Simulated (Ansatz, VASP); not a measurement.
## Two plane-wave programs on SnS2

Contents of INCAR:

```
  PREC = Accurate
  ENCUT = 500
  EDIFF = 1E-6
  ISMEAR = 0
  SIGMA = 0.01
  LREAL = F
  LASPH = T
  NELM = 120
  ALGO = Normal
  ISIF = 2
  LWAVE = F
  LCHARG = F
  GGA = PE
  NBANDS = 20
  GGA_COMPAT = F
```

File KPOINTS:

```
regular mesh
0
Gamma
  6 6 3
```

The input POSCAR:

```
SnS2
1.0
    3.6390000000      0.0000000000      0.0000000000
   -1.8195000000      3.1514664444      0.0000000000
    0.0000000000      0.0000000000      5.8680000000
Sn S
1 2
Direct
    0.0000000000      0.0000000000      0.0000000000
    0.3333333333      0.6666666667      0.2500000000
    0.6666666667      0.3333333333      0.7500000000
```

Input for Ansatz:

```yaml
crystal:
  lattice:
    a: 3.639
    b: 3.639
    c: 5.868
    alpha: 90.0
    beta: 90.0
    gamma: 120.0
  space_group: 164
  atoms:
    - { symbol: Sn, position: [0.0, 0.0, 0.0] }
    - { symbol: S, position: [0.3333333333333333, 0.6666666666666666, 0.25] }
kpoints:
  mp_grid:
    grid: [6, 6, 3]
hamiltonian:
  xc: pbe
  pseudopotentials:
    kind: paw
scf:
  occupations:
    method: fixed
output:
  optics:
    de: 0.1
    scissors: 1.0
    nscf_kmesh:
      grid: [7, 7, 4]
```

Alike in both runs: task single point; functional PBE; k mesh 6 × 6 × 3; no spin polarisation.

```csv
,VASP,Ansatz
version,VASP 6.6.1,Ansatz 0.2.0
potentials or method,"VASP PAW PBE potentials, release 64 (Sn_d, S)","plane waves, PAW"
plane-wave cutoff (eV),500,420
occupations,"gaussian, width 0.01 eV",fixed
valence electrons in the cell,26,26
```

VASP gave:

* gap on the k mesh at the Fermi level (eV): 1.45

Problem. Estimate Ansatz's values.

Solution. gap on the k mesh at the Fermi level (eV): 1.43.
